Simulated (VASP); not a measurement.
Sc5Mo:

```
Sc Mo
1.0
     0.00000    3.72984    3.72984
     3.72984    0.00000    3.72984
     3.72984    3.72984    0.00000
Sc Mo
5 1
Direct
  0.25000 0.25000 0.25000
  0.12776 0.62408 0.62408
  0.62408 0.62408 0.62408
  0.62408 0.62408 0.12776
  0.62408 0.12776 0.62408
  0.00000 0.00000 0.00000
```

| Property | Result |
| --- | --- |
| Program | VASP 6.6.1 |
| Task | relaxation of cell and atoms |
| Functional | PBE |
| Potentials or basis | VASP PAW PBE potentials, release 64 (Sc_sv, Mo_sv) |
| Cutoff | 600 eV |
| k mesh | 4 × 4 × 4 |
| Occupations | gaussian, width 0.1 eV |
| Spin | no spin polarisation |

At the start: pressure 24.7 GPa; volume 17.30 Å³/atom.

**Question.** Where does the relaxation end?

**Answer.** Over 6 steps the energy falls by 332.3 meV/atom and the volume is 22.46 Å³/atom (+29.8 %); space group F-43m (No. 216, to 0.05 Å).

Step by step:
| step | energy change (eV) | largest force (eV/Å) | pressure (GPa) | volume (Å³) |
| --- | --- | --- | --- | --- |
| 1 | 0.0000 | 0.6104 | 24.70 | 103.78 |
| 2 | -1.7250 | 0.2285 | -5.28 | 149.21 |
| 3 | -1.9805 | 0.3181 | 0.05 | 134.29 |
| 4 | -1.9807 | 0.3138 | -0.25 | 134.95 |
| 5 | -1.9927 | 0.0928 | -0.14 | 134.81 |
| 6 | -1.9939 | 0.0003 | -0.10 | 134.75 |

Final structure:
```cif
data_structure
_symmetry_space_group_name_H-M 'P 1'
_symmetry_Int_Tables_number 1
_cell_length_a 5.7546
_cell_length_b 5.7546
_cell_length_c 5.7546
_cell_angle_alpha 60.000
_cell_angle_beta 60.000
_cell_angle_gamma 60.000
_cell_volume 134.75
loop_
_atom_site_label
_atom_site_type_symbol
_atom_site_fract_x
_atom_site_fract_y
_atom_site_fract_z
_atom_site_occupancy
Sc1 Sc 0.25000 0.25000 0.25000 1
Sc2 Sc 0.11831 0.62723 0.62723 1
Sc3 Sc 0.62723 0.62723 0.62723 1
Sc4 Sc 0.62723 0.62723 0.11831 1
Sc5 Sc 0.62723 0.11831 0.62723 1
Mo1 Mo 0.00000 0.00000 0.00000 1
```

Caveat: the k points lie up to 0.33 Å⁻¹ apart in the final cell; the volume moved by over 15 % at a fixed basis, so the end points are rough.
